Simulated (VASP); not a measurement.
Write the native input for VASP 6.6.1 that does the following.

| Quantity | Value |
| --- | --- |
| Task | single point |
| Functional | PBE |
| Potentials or basis | VASP PAW PBE potentials, release 64 (Lu) |
| Cutoff | 520 eV |
| k mesh | 4 × 4 × 4 |
| Occupations | gaussian, width 0.1 eV |
| Spin | no spin polarisation |
| Dipole correction | no |
| Further INCAR settings | ALGO = Normal; EDIFF = 1e-06; NBANDS = 44 |

The structure of Lu lies in POSCAR:

```
Lu
1.0
    4.7164327829      0.0000000000      0.0000000000
    0.0000000000      4.7164327829      0.0000000000
    0.0000000000      0.0000000000      4.7164327829
Lu
3
Direct
    0.5000000000      0.0000000000      0.0000000000
    0.0000000000      0.5000000000      0.0000000000
    0.0000000000      0.0000000000      0.5000000000
```

The cell was generated, and may not be a known phase.

One way to write it, as run:

INCAR

```
PREC = Accurate
ENCUT = 520
EDIFF = 1E-6
ISMEAR = 0
SIGMA = 0.1
LREAL = F
LASPH = T
NELM = 60
ALGO = Normal
ISIF = 2
LWAVE = F
LCHARG = F
GGA = PE
NBANDS = 44
```

KPOINTS

```
regular mesh
0
Gamma
  4 4 4
```

Potentials or basis: VASP PAW PBE potentials, release 64 (Lu).

Launch:

```console
$ cat potpaw_PBE.64/Lu/POTCAR > POTCAR
$ mpirun -np 1 vasp_std > vasp.out
```

Results of the run:

The pressure is 0.3 GPa and the band gap on the k mesh is zero (an odd number of electrons rules out a gap without spin polarisation).

Caveat: spin-orbit coupling is left out, which moves the levels of the heavy elements.

Wall time 61 s on 1 thread of AMD EPYC 9755 128-Core Processor, with other jobs on the host, peak memory 0.18 GiB.
